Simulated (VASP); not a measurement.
# AlN in VASP: a series of runs

The runs below take AlN through single point, with PBE.

Program: VASP 6.6.1. These are calculated values, not measurements. Logs are shortened: lines on timing, memory, paths and dates and some standing lists are left out, and cuts for length are marked.

## Step 1: The cell of the first run

The structure is cubic, space group F-43m (No. 216). Conventional cell: a = 4.271 Å, b = 4.271 Å, c = 4.271 Å, α = 90.00°, β = 90.00°, γ = 90.00°. Al (site symmetry -43m) has 4 N at 1.85 Å within 2.5 Å. N (site symmetry -43m) has 4 Al at 1.85 Å within 2.5 Å.

## Step 2: Single point, PBE (strain -0.030 along x and y, -0.030 along z)

Input file INCAR:

```
  ALGO = Normal
  EDIFF = 1E-7
  ENCUT = 520
  GGA = PE
  ISIF = 2
  ISMEAR = 0
  LASPH = T
  LCHARG = F
  LREAL = F
  LWAVE = F
  NBANDS = 11
  NELM = 80
  PREC = Accurate
  SIGMA = 0.05
```

Input file KPOINTS:

```
k-points
0
Gamma
  10 10 10
```

Input file POSCAR:

```
AlN
1.0
    0.0000000000      2.1355394912      2.1355394912
    2.1355394912      0.0000000000      2.1355394912
    2.1355394912      2.1355394912      0.0000000000
Al N
1 1
Direct
    0.0000000000      0.0000000000      0.0000000000
    0.7500000000      0.7500000000      0.7500000000
```

Potentials or basis: VASP PAW PBE potentials, release 64 (Al, N).

The run is started by

```console
$ cat potpaw_PBE.64/Al/POTCAR potpaw_PBE.64/N/POTCAR > POTCAR
$ mpirun -np 1 vasp_std > vasp.out
```

OUTCAR:

```text
EDIFF = 1E-7
   ENCUT = 520
   GGA = PE
   ISIF = 2
   ISMEAR = 0
   LASPH = T
   LREAL = F
   NELM = 80
   PREC = Accurate

 ion  position               nearest neighbor table
   1  0.000  0.000  0.000-   2 1.85   2 1.85   2 1.85   2 1.85
   2  0.750  0.750  0.750-   1 1.85   1 1.85   1 1.85   1 1.85

  LATTYP: Found a face centered cubic cell.
 ALAT       =     4.2710789824

  Lattice vectors:

 A1 = (   0.0000000000,   2.1355394912,   2.1355394912)
 A2 = (   2.1355394912,   0.0000000000,   2.1355394912)
 A3 = (   2.1355394912,   2.1355394912,   0.0000000000)

Analysis of symmetry for initial positions (statically):
=====================================================================
 Subroutine PRICEL returns:
 Original cell was already a primitive cell.

 Routine SETGRP: Setting up the symmetry group for a
 face centered cubic supercell.

 Subroutine GETGRP returns: Found 24 space group operations
 (whereof 24 operations were pure point group operations)
 out of a pool of 48 trial point group operations.

The static configuration has the point symmetry T_d .

Analysis of symmetry for dynamics (positions and initial velocities):
=====================================================================
 Subroutine PRICEL returns:
 Original cell was already a primitive cell.

 Routine SETGRP: Setting up the symmetry group for a
 face centered cubic supercell.

 Subroutine GETGRP returns: Found 24 space group operations
 (whereof 24 operations were pure point group operations)
 out of a pool of 48 trial point group operations.

The dynamic configuration has the point symmetry T_d .

 Subroutine INISYM returns: Found 24 space group operations
 (whereof 24 operations are pure point group operations),
 and found     1 'primitive' translations

----------------------------------------------------------------------------------------

                                     Primitive cell

  volume of cell :      19.4784

  direct lattice vectors                    reciprocal lattice vectors
     0.000000000  2.135539491  2.135539491    -0.234132875  0.234132875  0.234132875
     2.135539491  0.000000000  2.135539491     0.234132875 -0.234132875  0.234132875
     2.135539491  2.135539491  0.000000000     0.234132875  0.234132875 -0.234132875

  length of vectors
     3.020108911  3.020108911  3.020108911     0.405530035  0.405530035  0.405530035

  position of ions in fractional coordinates (direct lattice)
     0.000000000  0.000000000  0.000000000
     0.750000000  0.750000000  0.750000000

  ion indices of the primitive-cell ions
   primitive index   ion index
                 1           1
                 2           2

----------------------------------------------------------------------------------------

 KPOINTS: k-points

Automatic generation of k-mesh.
 Grid dimensions read from file:
 generate k-points for:   10   10   10

 Generating k-lattice:

  Cartesian coordinates                     Fractional coordinates (reciprocal lattice)
    -0.023413287  0.023413287  0.023413287     0.100000000  0.000000000  0.000000000
     0.023413287 -0.023413287  0.023413287     0.000000000  0.100000000  0.000000000
     0.023413287  0.023413287 -0.023413287     0.000000000  0.000000000  0.100000000

  Length of vectors
     0.040553003  0.040553003  0.040553003

  Shift w.r.t. Gamma in fractional coordinates (k-lattice)
     0.000000000  0.000000000  0.000000000

 Subroutine IBZKPT returns following result:
 ===========================================

 Found     47 irreducible k-points:

 Following reciprocal coordinates:
            Coordinates               Weight
  0.000000  0.000000  0.000000      1.000000
  0.100000  0.000000  0.000000      8.000000
  0.200000  0.000000  0.000000      8.000000
  0.300000  0.000000  0.000000      8.000000
  0.400000  0.000000  0.000000      8.000000
  0.500000  0.000000  0.000000      4.000000
[... 16 lines left out ...]
  0.300000  0.300000  0.000000      6.000000
  0.400000  0.300000  0.000000     24.000000
 [... further k-points ...]
   k-points           NKPTS =     47   k-points in BZ     NKDIM =     47   number of bands    NBANDS=     11
   number of dos      NEDOS =    301   number of ions     NIONS =      2
   total plane-waves  NPLWV =  13824
   dimension x,y,z NGX =    24 NGY =   24 NGZ =   24
   dimension x,y,z NGXF=    48 NGYF=   48 NGZF=   48
   ions per type =               1   1
   NGX,Y,Z   is equivalent  to a cutoff of  13.21, 13.21, 13.21 a.u.
   NGXF,Y,Z  is equivalent  to a cutoff of  26.42, 26.42, 26.42 a.u.
 SYSTEM =  unknown system
   PREC   = accura    normal or accurate (medium, high low for compatibility)
   ISTART =      0    job   : 0-new  1-cont  2-samecut
   ICHARG =      2    charge: 1-file 2-atom 10-const
   ISPIN  =      1    spin polarized calculation?
   LNONCOLLINEAR =      F non collinear calculations
   LSORBIT =      F    spin-orbit coupling
   LASPH  =      T    aspherical Exc in radial PAW
   ENCUT  =  520.0 eV  38.22 Ry    6.18 a.u.   5.62  5.62  5.62*2*pi/ulx,y,z
   NELM   =     80;   NELMIN=  2; NELMDL= -5     # of ELM steps
   EDIFF  = 0.1E-06   stopping-criterion for ELM
   LREAL  =      F    real-space projection
   EDIFFG = 0.1E-05   stopping-criterion for IOM
   NSW    =      0    number of steps for IOM
   IBRION =     -1    ionic relax: 0-MD 1-quasi-New 2-CG
   NFREE  =      0    steps in history (QN), initial steepest desc. (CG)
   ISIF   =      2    stress and relaxation
   ISYM   =      2    0-nonsym 1-usesym 2-fastsym
   POTIM  = 0.5000    time-step for ionic-motion
   TEBEG  =    0.0;   TEEND  =   0.0 temperature during run
   PSTRESS=    0.0 pullay stress
   NELECT =       8.0000    total number of electrons
   NUPDOWN=      -1.0000    fix difference up-down
   EMIN   =  10.00;   EMAX   =-10.00  energy-range for DOS
   EFERMI =   0.00;   METHOD = LEGACY
   ISMEAR =     0;   SIGMA  =   0.05  broadening in eV -4-tet -1-fermi 0-gaus
   EFERMI_NEDOS =   21; number of points for ismear=-14 and -15
   IALGO  =     38    algorithm
   IMIX   =      4    mixing-type and parameters
     AMIX     =   0.40;   BMIX     =  1.00
     AMIX_MAG =   1.60;   BMIX_MAG =  1.00
  volume/ion in A,a.u.               =       9.74        65.72
  Fermi-wavevector in a.u.,A,eV,Ry     =   1.216897  2.299602 20.148035  1.480839
  Thomas-Fermi vector in A             =   2.352236
   LORBIT       =      0    0 simple, 1 ext, 2 COOP (PROOUT), +10 PAW based schemes
   GGA     = PE    functional components
   LHFCALC =     F    Hartree Fock is set to
   AEXX    =    0.0000 exact exchange contribution
   IVDW    =     0    specifies the selected vdW correction
   LEPSILON=     F    determine dielectric tensor
   LRPA    =     F    only Hartree local field effects (RPA)
 non-spin polarized calculation
 Gauss-broadening in eV      SIGMA  =   0.05
  energy-cutoff  :      520.00
  volume of cell :       19.48
 maximum number of plane-waves:       544
   NGX = 11   NGY = 11   NGZ = 11

 number of electron       7.9999998 magnetization

 Free energy of the ion-electron system (eV)
  ---------------------------------------------------
  ext. energy  EPLUGINS =         0.00000000
  ---------------------------------------------------
  free energy    TOTEN  =       -14.73572693 eV

  energy without entropy =      -14.73572693  energy(sigma->0) =      -14.73572693

 E-fermi :   6.8734     XC(G=0): -11.2309

 val. band max:        6.6230432421   @ k =   0.0000   0.0000   0.0000
 cond. band min:       9.9725635892   @ k =   0.5000   0.5000   0.0000
 fundamental gap:      3.3495203471
 Fermi energy:         6.8734316605

 k-point     1 :       0.0000    0.0000    0.0000
  band No.  band energies     occupation
      1      -8.7582      2.00000
      2       6.6230      2.00000
      3       6.6230      2.00000
      4       6.6230      2.00000
      5      11.4291      0.00000
      6      19.8654      0.00000
      7      19.8654      0.00000
      8      19.8654      0.00000
      9      24.8594      0.00000
     10      24.8594      0.00000
     11      26.4002      0.00000

 k-point     2 :       0.1000    0.0000    0.0000
  band No.  band energies     occupation
      1      -8.5998      2.00000
      2       5.8094      2.00000
      3       6.5709      2.00000
      4       6.5709      2.00000
      5      12.0722      0.00000
      6      19.4721      0.00000
      7      20.0072      0.00000
      8      20.0072      0.00000
      9      23.5521      0.00000
     10      23.5521      0.00000
     11      25.5814      0.00000

 k-point     3 :       0.2000    0.0000    0.0000
  band No.  band energies     occupation
      1      -8.1477      2.00000
      2       4.1488      2.00000
      3       6.4408      2.00000
      4       6.4408      2.00000
      5      13.1924      0.00000
      6      18.6443      0.00000
      7      19.8721      0.00000
      8      19.8721      0.00000
      9      23.0549      0.00000
     10      23.0549      0.00000
     11      24.7357      0.00000

 k-point     4 :       0.3000    0.0000    0.0000
  band No.  band energies     occupation
      1      -7.4856      2.00000
      2       2.4117      2.00000
      3       6.2915      2.00000
      4       6.2915      2.00000
      5      14.0385      0.00000
      6      17.8228      0.00000
      7      19.0923      0.00000
      8      19.0923      0.00000
      9      24.2547      0.00000
     10      24.2547      0.00000
     11      24.6391      0.00000
[... 239 lines left out ...]
 k-point    22 :      -0.2000    0.2000    0.0000
  band No.  band energies     occupation
      1      -7.2684      2.00000
      2       2.7414      2.00000
      3       4.8606      2.00000
      4       6.3727      2.00000
      5      14.6929      0.00000
      6      17.0997      0.00000
      7      18.6930      0.00000
      8      19.6183      0.00000
      9      22.2030      0.00000
     10      25.9503      0.00000
     11      28.7937      0.00000

 k-point    23 :       0.3000    0.3000    0.0000
  band No.  band energies     occupation
      1      -7.0757      2.00000
      2       3.0182      2.00000
      3       5.3346      2.00000
      4       5.3346      2.00000
      5      12.1683      0.00000
      6      16.7803      0.00000
      7      19.2860      0.00000
      8      21.9122      0.00000
      9      21.9122      0.00000
     10      27.6886      0.00000
     11      31.5737      0.00000

 k-point    24 :       0.4000    0.3000    0.0000
  band No.  band energies     occupation
      1      -6.5630      2.00000
      2       2.3345      2.00000
      3       4.8512      2.00000
      4       5.1657      2.00000
      5      11.6873      0.00000
      6      16.6038      0.00000
      7      19.7259      0.00000
      8      21.9665      0.00000
      9      22.5340      0.00000
     10      28.7268      0.00000
     11      31.3489      0.00000

 [... further k-points ...]
[... 5 lines left out ...]
  --------------------------------------------------------------------------------------
  -------------------------------------------------------------------------------------
  Total        2.5298394      2.5298394      2.5298394      0.0000000     -0.0000000      0.0000000
  in kB      208.0897618    208.0897618    208.0897618      0.0000000     -0.0000000      0.0000000
  external PRESSURE =     208.0897618 kB  Pullay stress =       0.0000000 kB

 VOLUME and BASIS-vectors are now :
 -----------------------------------------------------------------------------
  energy-cutoff  :      520.00
  volume of cell :       19.48
      direct lattice vectors                 reciprocal lattice vectors
     0.000000000  2.135539491  2.135539491    -0.234132875  0.234132875  0.234132875
     2.135539491  0.000000000  2.135539491     0.234132875 -0.234132875  0.234132875
     2.135539491  2.135539491  0.000000000     0.234132875  0.234132875 -0.234132875

 POSITION                                       TOTAL-FORCE (eV/Angst)
 -----------------------------------------------------------------------------------
      0.00000      0.00000      0.00000         0.000000     -0.000000     -0.000000
      3.20331      3.20331      3.20331        -0.000000      0.000000      0.000000
 -----------------------------------------------------------------------------------
    total drift:                               -0.000000     -0.000000     -0.000000

  FREE ENERGIE OF THE ION-ELECTRON SYSTEM (eV)
  ---------------------------------------------------
  free  energy   TOTEN  =       -14.7357269308 eV

  energy  without entropy=      -14.7357269308  energy(sigma->0) =      -14.73572693
```

Wall time 3.1 s (1 thread of Intel Xeon 6975P-C (Granite Rapids), shared host); peak memory 0.13 GiB.

Results:

- Free energy: -14.7357 eV
- Pressure: 20.8 GPa
- Band gap on the k mesh: 3.35 eV, indirect (least direct gap 4.81 eV)

Caveat: the cell differs from its parent crystal (strain -0.030 along x and y, -0.030 along z). A k mesh can miss the band edges.

## Step 3: Single point, PBE (strain -0.015 along x and y, -0.015 along z)

Input file INCAR:

```
ALGO = Normal ; EDIFF = 1E-6
ENCUT = 520 ; GGA = PE
ISIF = 2 ; ISMEAR = 0
LASPH = T ; LCHARG = F
LREAL = F ; LWAVE = F
NBANDS = 11 ; NELM = 80
PREC = Accurate ; SIGMA = 0.05
```

KPOINTS is that of step 2.

Input file POSCAR:

```
AlN
1.0
    0.0000000000      2.1685632977      2.1685632977
    2.1685632977      0.0000000000      2.1685632977
    2.1685632977      2.1685632977      0.0000000000
Al N
1 1
Direct
    0.0000000000      0.0000000000      0.0000000000
    0.7500000000      0.7500000000      0.7500000000
```

Potentials or basis: VASP PAW PBE potentials, release 64 (Al, N).

The run is started by

```console
$ cat potpaw_PBE.64/Al/POTCAR potpaw_PBE.64/N/POTCAR > POTCAR
$ mpirun -np 1 vasp_std > vasp.out
```

OUTCAR:

```text
EDIFF = 1E-6
   ENCUT = 520
   GGA = PE
   ISIF = 2
   ISMEAR = 0
   LASPH = T
   LREAL = F
   NELM = 80
   PREC = Accurate

 ion  position               nearest neighbor table
   1  0.000  0.000  0.000-   2 1.88   2 1.88   2 1.88   2 1.88
   2  0.750  0.750  0.750-   1 1.88   1 1.88   1 1.88   1 1.88

  LATTYP: Found a face centered cubic cell.
 ALAT       =     4.3371265954

  Lattice vectors:

 A1 = (   0.0000000000,   2.1685632977,   2.1685632977)
 A2 = (   2.1685632977,   0.0000000000,   2.1685632977)
 A3 = (   2.1685632977,   2.1685632977,   0.0000000000)

Analysis of symmetry for initial positions (statically):
=====================================================================
 Subroutine PRICEL returns:
 Original cell was already a primitive cell.

 Routine SETGRP: Setting up the symmetry group for a
 face centered cubic supercell.

 Subroutine GETGRP returns: Found 24 space group operations
 (whereof 24 operations were pure point group operations)
 out of a pool of 48 trial point group operations.

The static configuration has the point symmetry T_d .

[... 163 lines left out ...]
 cond. band min:       9.5009311353   @ k =   0.5000   0.5000   0.0000
 fundamental gap:      3.3284471976
 Fermi energy:         6.3893499998

 k-point     1 :       0.0000    0.0000    0.0000
  band No.  band energies     occupation
      1      -8.9326      2.00000
      2       6.1725      2.00000
      3       6.1725      2.00000
      4       6.1725      2.00000
      5      10.5582      0.00000
      6      18.9451      0.00000
      7      18.9451      0.00000
      8      18.9451      0.00000
      9      24.0327      0.00000
     10      24.0327      0.00000
     11      25.4768      0.00000
[... 309 lines left out ...]
 k-point    24 :       0.4000    0.3000    0.0000
  band No.  band energies     occupation
      1      -6.8673      2.00000
      2       1.9806      2.00000
      3       4.4489      2.00000
      4       4.7524      2.00000
      5      11.1357      0.00000
      6      15.8504      0.00000
      7      18.6846      0.00000
      8      20.9972      0.00000
      9      21.5242      0.00000
     10      27.7326      0.00000
     11      30.1048      0.00000

 [... further k-points ...]
[... 5 lines left out ...]
  --------------------------------------------------------------------------------------
  -------------------------------------------------------------------------------------
  Total        1.1811541      1.1811541      1.1811541      0.0000000      0.0000000     -0.0000000
  in kB       92.7835218     92.7835218     92.7835218      0.0000000      0.0000000     -0.0000000
  external PRESSURE =      92.7835218 kB  Pullay stress =       0.0000000 kB

 VOLUME and BASIS-vectors are now :
 -----------------------------------------------------------------------------
  energy-cutoff  :      520.00
  volume of cell :       20.40
      direct lattice vectors                 reciprocal lattice vectors
     0.000000000  2.168563298  2.168563298    -0.230567399  0.230567399  0.230567399
     2.168563298  0.000000000  2.168563298     0.230567399 -0.230567399  0.230567399
     2.168563298  2.168563298  0.000000000     0.230567399  0.230567399 -0.230567399

 POSITION                                       TOTAL-FORCE (eV/Angst)
 -----------------------------------------------------------------------------------
      0.00000      0.00000      0.00000         0.000000      0.000000      0.000000
      3.25284      3.25284      3.25284        -0.000000     -0.000000     -0.000000
 -----------------------------------------------------------------------------------
    total drift:                               -0.000000     -0.000000     -0.000000

  FREE ENERGIE OF THE ION-ELECTRON SYSTEM (eV)
  ---------------------------------------------------
  free  energy   TOTEN  =       -14.8213096891 eV

  energy  without entropy=      -14.8213096891  energy(sigma->0) =      -14.82130969
```

It took 3.2 s on 1 thread of Intel Xeon 6975P-C (Granite Rapids), shared host; peak memory 0.13 GiB.

What came out:

| Quantity | Value |
| --- | --- |
| Free energy | -14.8213 eV |
| Pressure | 9.3 GPa |
| Band gap on the k mesh | 3.33 eV, indirect (least direct gap 4.39 eV) |

Caveat: the cell differs from its parent crystal (strain -0.015 along x and y, -0.015 along z). A k mesh can miss the band edges.

(Continued in part 2 of 2.)
